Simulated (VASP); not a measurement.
Set up this calculation in VASP 6.6.1, as the native input.

```
Task                   : single point
Functional             : PBE
Potentials or basis    : VASP PAW PBE potentials, release 64 (Ag)
Cutoff                 : 520 eV
k mesh                 : 6 × 6 × 8
Occupations            : gaussian, width 0.1 eV
Spin                   : no spin polarisation
Dipole correction      : no
Further INCAR settings : ALGO = Normal; EDIFF = 1e-06; NBANDS = 12
```

The structure of Ag lies in POSCAR:

```
Ag
1.0
    1.4943703575     -2.3492974201      0.0000000000
    1.4943703575      2.3492974201      0.0000000000
    0.0000000000      0.0000000000      2.7969652341
Ag
1
Direct
    0.5000000000      0.5000000000      0.5000000000
```

The input as run:

INCAR

```
ALGO     = Normal         # electronic algorithm
EDIFF    = 1E-6           # SCF threshold, eV
ENCUT    = 520            # plane-wave cutoff, eV
GGA      = PE             # functional
ISIF     = 2              # what is computed and relaxed
ISMEAR   = 0              # smearing method
LASPH    = True           # aspherical terms in the spheres
LCHARG   = False          # write CHGCAR
LREAL    = False          # projectors in reciprocal space
LWAVE    = False          # write WAVECAR
NBANDS   = 12             # bands
NELM     = 60             # most SCF steps
PREC     = Accurate       # precision mode
SIGMA    = 0.1            # smearing width, eV
```

KPOINTS

```
k-points
0
Gamma
  6 6 8
```

Potentials or basis: VASP PAW PBE potentials, release 64 (Ag).

Command:

```bash
$ cat potpaw_PBE.64/Ag/POTCAR > POTCAR
$ mpirun -np 1 vasp_std > vasp.out
```

Results of the run:

| Quantity | Value |
| --- | --- |
| Pressure | -0.1 GPa |

Caveat: the k points lie up to 0.42 Å⁻¹ apart.

It took 5.3 s on 1 thread of Intel(R) Xeon(R) 6975P-C (Granite Rapids), with other jobs on the host, peak memory 0.14 GiB.
